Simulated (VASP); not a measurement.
# AlH2 (Pbam) in VASP: density of states with PBE

Aim: the density of states of AlH2 with PBE.

Everything below comes from runs of VASP 6.6.1. Logs are shortened: lines on timing, memory, paths and dates and some standing lists are left out, and cuts for length are marked.

### Step 1. The cell of the first run

It takes space group Pbam (No. 55, orthorhombic). The conventional cell has a = 6.218 Å, b = 6.488 Å, c = 3.110 Å, α = 90.00°, β = 90.00°, γ = 90.00°. Al (site symmetry m) has 4 H at 1.74 to 1.76 Å within 2.3 Å. H (site symmetry m) has 2 Al at 1.75 to 1.76 Å within 2.3 Å. Within 2.3 Å of H (site symmetry m) lie 2 Al at 1.74 Å.

### Step 2. Density of states, PBE

Input file POSCAR:

```
AlH2
1.0
    6.2175728176      0.0000000000      0.0000000000
    0.0000000000      6.4875860969      0.0000000000
    0.0000000000      0.0000000000      3.1097651544
Al H
4 8
Direct
    0.9271825877      0.1884900738      0.0000000000
    0.4271825877      0.3115099262      0.0000000000
    0.0728174123      0.8115099262      0.0000000000
    0.5728174123      0.6884900738      0.0000000000
    0.8497721615      0.6433515515      0.0000000000
    0.3497721615      0.8566484485      0.0000000000
    0.1502278385      0.3566484485      0.0000000000
    0.6502278385      0.1433515515      0.0000000000
    0.8839657863      0.3005387627      0.5000000000
    0.3839657863      0.1994612373      0.5000000000
    0.1160342137      0.6994612373      0.5000000000
    0.6160342137      0.8005387627      0.5000000000
```

Input file INCAR.step1:

```
  PREC = Accurate
  ENCUT = 520
  EDIFF = 1E-6
  ISMEAR = 0
  SIGMA = 0.1
  LREAL = F
  LASPH = T
  NELM = 80
  ALGO = Normal
  ISIF = 2
  LWAVE = F
  LCHARG = T
  GGA = PE
  NBANDS = 22
```

Input file KPOINTS.step1:

```
regular mesh
0
Gamma
  6 6 12
```

Input file INCAR.step2:

```
  PREC = Accurate
  ENCUT = 520
  EDIFF = 1E-6
  ISMEAR = -5
  SIGMA = 0.1
  LREAL = F
  LASPH = T
  NELM = 80
  ALGO = Normal
  ISIF = 2
  LWAVE = F
  LCHARG = F
  GGA = PE
  LORBIT = 11
  NEDOS = 2001
  ICHARG = 11
```

Input file KPOINTS.step2:

```
regular mesh
0
Gamma
  9 9 18
```

Potentials or basis: VASP PAW PBE potentials, release 64 (Al, H).

Command:

```sh
$ cat potpaw_PBE.64/Al/POTCAR potpaw_PBE.64/H/POTCAR > POTCAR
$ cp INCAR.step1 INCAR
$ cp KPOINTS.step1 KPOINTS
$ mpirun -np 1 vasp_std > vasp.out
$ cp INCAR.step2 INCAR
$ cp KPOINTS.step2 KPOINTS
$ mpirun -np 1 vasp_std > vasp.out
```

OUTCAR:

```text
PREC = Accurate
   ENCUT = 520
   EDIFF = 1E-6
   ISMEAR = -5
   LREAL = F
   LASPH = T
   NELM = 80
   ISIF = 2
   GGA = PE
   LORBIT = 11
   ICHARG = 11

 ion  position               nearest neighbor table
   1  0.927  0.188  0.000-   9 1.74   9 1.74   8 1.75   7 1.76   3 2.61   2 3.21   2 3.21
   2  0.427  0.312  0.000-  10 1.74  10 1.74   7 1.75   8 1.76   4 2.61   1 3.21   1 3.21
   3  0.073  0.812  0.000-  11 1.74  11 1.74   6 1.75   5 1.76   1 2.61   4 3.21   4 3.21
   4  0.573  0.688  0.000-  12 1.74  12 1.74   5 1.75   6 1.76   2 2.61   3 3.21   3 3.21
   5  0.850  0.643  0.000-   4 1.75   3 1.76
   6  0.350  0.857  0.000-   3 1.75   4 1.76
   7  0.150  0.357  0.000-   2 1.75   1 1.76
   8  0.650  0.143  0.000-   1 1.75   2 1.76
   9  0.884  0.301  0.500-   1 1.74   1 1.74
  10  0.384  0.199  0.500-   2 1.74   2 1.74
  11  0.116  0.699  0.500-   3 1.74   3 1.74
  12  0.616  0.801  0.500-   4 1.74   4 1.74

  LATTYP: Found a simple orthorhombic cell.
 ALAT       =     3.1097651544
 B/A-ratio  =     1.9993705341
 C/A-ratio  =     2.0861980808

  Lattice vectors:

 A1 = (   0.0000000000,   0.0000000000,   3.1097651544)
 A2 = (   6.2175728176,   0.0000000000,   0.0000000000)
 A3 = (   0.0000000000,   6.4875860969,   0.0000000000)

Analysis of symmetry for initial positions (statically):
=====================================================================
 Subroutine PRICEL returns:
 Original cell was already a primitive cell.

 Routine SETGRP: Setting up the symmetry group for a
 simple orthorhombic supercell.

 Subroutine GETGRP returns: Found  8 space group operations
 (whereof  4 operations were pure point group operations)
 out of a pool of  8 trial point group operations.

The static configuration has the point symmetry C_2h.
 The point group associated with its full space group is D_2h.

Analysis of symmetry for dynamics (positions and initial velocities):
=====================================================================
 Subroutine PRICEL returns:
 Original cell was already a primitive cell.

 Routine SETGRP: Setting up the symmetry group for a
 simple orthorhombic supercell.

 Subroutine GETGRP returns: Found  8 space group operations
 (whereof  4 operations were pure point group operations)
 out of a pool of  8 trial point group operations.

[... 148 lines left out ...]
   GGA     = PE    functional components
   LHFCALC =     F    Hartree Fock is set to
   AEXX    =    0.0000 exact exchange contribution
   IVDW    =     0    specifies the selected vdW correction
   LEPSILON=     F    determine dielectric tensor
   LRPA    =     F    only Hartree local field effects (RPA)
 non-spin polarized calculation
 Fermi weights with tetrahedron method with Bloechl corrections
  energy-cutoff  :      520.00
  volume of cell :      125.44
 maximum number of plane-waves:      3408
 NGX is ok and might be reduce to    48

 number of electron      19.9999999 magnetization

 Free energy of the ion-electron system (eV)
  ---------------------------------------------------
  ext. energy  EPLUGINS =         0.00000000
  ---------------------------------------------------
  free energy    TOTEN  =       -40.61654974 eV

  energy without entropy =      -40.61654974  energy(sigma->0) =      -40.61654974

 E-fermi :   3.4833     XC(G=0):  -8.6561

 val. band max:        3.5568150954   @ k =   0.0000   0.0000   0.5000
 cond. band min:       3.4632381986   @ k =   0.1111   0.0000   0.5000
 fundamental gap:     -0.0935768968
 Fermi energy:         3.4833390711

 k-point     1 :       0.0000    0.0000    0.0000
  band No.  band energies     occupation
      1      -7.0068      2.00000
      2      -5.2536      2.00000
      3      -3.8684      2.00000
      4      -3.5509      2.00000
      5      -2.4150      2.00000
      6      -1.9893      2.00000
[... 457 lines left out ...]
      4      -4.7145      2.00000
      5      -0.8047      2.00000
      6      -0.6489      2.00000
[... 9 lines left out ...]
     16       9.7516      0.00000
     17       9.8296      0.00000

 [... further k-points ...]

------------------------ aborting loop because EDIFF is reached ----------------------------------------

  FORCE on cell =-STRESS in cart. coord.  units (eV):
  Direction    XX          YY          ZZ          XY          YZ          ZX
  --------------------------------------------------------------------------------------
  -------------------------------------------------------------------------------------
  Total       -0.1441268     -0.1506830     -0.1384593      0.0000000      0.0000000      0.0000000
  in kB       -1.8408724     -1.9246123     -1.7684836      0.0000000      0.0000000      0.0000000
  external PRESSURE =      -1.8446561 kB  Pullay stress =       0.0000000 kB

 VOLUME and BASIS-vectors are now :
 -----------------------------------------------------------------------------
  energy-cutoff  :      520.00
  volume of cell :      125.44
      direct lattice vectors                 reciprocal lattice vectors
     6.217572818  0.000000000  0.000000000     0.160834465  0.000000000  0.000000000
     0.000000000  6.487586097  0.000000000     0.000000000  0.154140536  0.000000000
     0.000000000  0.000000000  3.109765154     0.000000000  0.000000000  0.321567691

 POSITION                                       TOTAL-FORCE (eV/Angst)
 -----------------------------------------------------------------------------------
      5.76483      1.22285      0.00000        -0.000692     -0.005186      0.000000
      2.65604      2.02095      0.00000        -0.000692      0.005186      0.000000
      0.45275      5.26474      0.00000         0.000692      0.005186      0.000000
      3.56153      4.46664      0.00000         0.000692     -0.005186      0.000000
      5.28352      4.17380      0.00000        -0.005678      0.001500      0.000000
      2.17473      5.55758      0.00000        -0.005678     -0.001500      0.000000
      0.93405      2.31379      0.00000         0.005678     -0.001500     -0.000000
      4.04284      0.93001      0.00000         0.005678      0.001500     -0.000000
      5.49612      1.94977      1.55488        -0.004259     -0.003704      0.000000
      2.38734      1.29402      1.55488        -0.004259      0.003704      0.000000
      0.72145      4.53781      1.55488         0.004259      0.003704     -0.000000
      3.83024      5.19356      1.55488         0.004259     -0.003704     -0.000000
 -----------------------------------------------------------------------------------
    total drift:                                0.000000     -0.000000     -0.000000

  FREE ENERGIE OF THE ION-ELECTRON SYSTEM (eV)
  ---------------------------------------------------
  free  energy   TOTEN  =       -40.6165497421 eV

  energy  without entropy=      -40.6165497421  energy(sigma->0) =      -40.61654974

 total charge

# of ion       s       p       d       tot
------------------------------------------
    1        0.394   0.363   0.000   0.757
    2        0.394   0.363   0.000   0.757
    3        0.394   0.363   0.000   0.757
    4        0.394   0.363   0.000   0.757
    5        0.577   0.007   0.000   0.585
    6        0.577   0.007   0.000   0.585
    7        0.577   0.007   0.000   0.585
    8        0.577   0.007   0.000   0.585
    9        0.582   0.007   0.000   0.589
   10        0.582   0.007   0.000   0.589
   11        0.582   0.007   0.000   0.589
   12        0.582   0.007   0.000   0.589
--------------------------------------------------
tot          6.213   1.510   0.000   7.722
```

OUTCAR.step1:

```text
PREC = Accurate
   ENCUT = 520
   EDIFF = 1E-6
   ISMEAR = 0
   LREAL = F
[... 865 lines left out ...]
      5.49612      1.94977      1.55488        -0.004342     -0.003521     -0.000000
      2.38734      1.29402      1.55488        -0.004342      0.003521     -0.000000
      0.72145      4.53781      1.55488         0.004342      0.003521      0.000000
      3.83024      5.19356      1.55488         0.004342     -0.003521      0.000000
 -----------------------------------------------------------------------------------
    total drift:                                0.000000     -0.000000     -0.000000

  FREE ENERGIE OF THE ION-ELECTRON SYSTEM (eV)
  ---------------------------------------------------
  free  energy   TOTEN  =       -40.6166166320 eV

  energy  without entropy=      -40.6162922522  energy(sigma->0) =      -40.61645444
```

OSZICAR.step1:

```text
N       E                     dE             d eps       ncg     rms          rms(c)
DAV:   1     0.946069898159E+01    0.94607E+01   -0.71884E+03  4928   0.726E+02
DAV:   2    -0.397630648281E+02   -0.49224E+02   -0.46240E+02  6038   0.108E+02
DAV:   3    -0.426128447668E+02   -0.28498E+01   -0.28346E+01  6562   0.252E+01
DAV:   4    -0.426420022464E+02   -0.29157E-01   -0.29154E-01  5858   0.282E+00
DAV:   5    -0.426427810589E+02   -0.77881E-03   -0.77881E-03  6358   0.470E-01    0.935E+00
DAV:   6    -0.411244490876E+02    0.15183E+01   -0.77047E-01  5674   0.407E+00    0.493E+00
DAV:   7    -0.406071589118E+02    0.51729E+00   -0.13133E+00  5728   0.542E+00    0.808E-01
DAV:   8    -0.406137291010E+02   -0.65702E-02   -0.90917E-02  5356   0.140E+00    0.439E-01
DAV:   9    -0.406171735388E+02   -0.34444E-02   -0.62081E-03  5830   0.424E-01    0.218E-01
DAV:  10    -0.406166620498E+02    0.51149E-03   -0.14129E-03  5612   0.178E-01    0.591E-02
DAV:  11    -0.406166225456E+02    0.39504E-04   -0.63754E-04  5950   0.111E-01    0.291E-02
DAV:  12    -0.406166166818E+02    0.58638E-05   -0.55385E-05  5670   0.368E-02    0.126E-02
DAV:  13    -0.406166166320E+02    0.49796E-07   -0.24446E-06  5732   0.703E-03
   1 F= -.40616617E+02 E0= -.40616454E+02  d E =-.324380E-03
```

It took 7.6 min on 1 thread of Intel Xeon 6975P-C, shared host; peak memory 0.52 GiB.

What came out:

* Valence electrons inside the program's atomic spheres: Al 0.76; H 0.58, 0.59

Levels at points of the mesh, in eV from the Fermi level:
```
           k point  band 7  band 8  band 9  band 10  band 11  band 12  band 13  band 14
(0.00, 0.00, 0.00)   -4.06   -2.17   -2.06    -1.08     1.90     3.62     5.34     5.38
(0.00, 0.00, 0.50)   -4.88   -4.73   -2.78     0.07     0.17     0.46     0.60     1.91
```

Caveat: tetrahedron occupations give inexact forces and stress in metals.
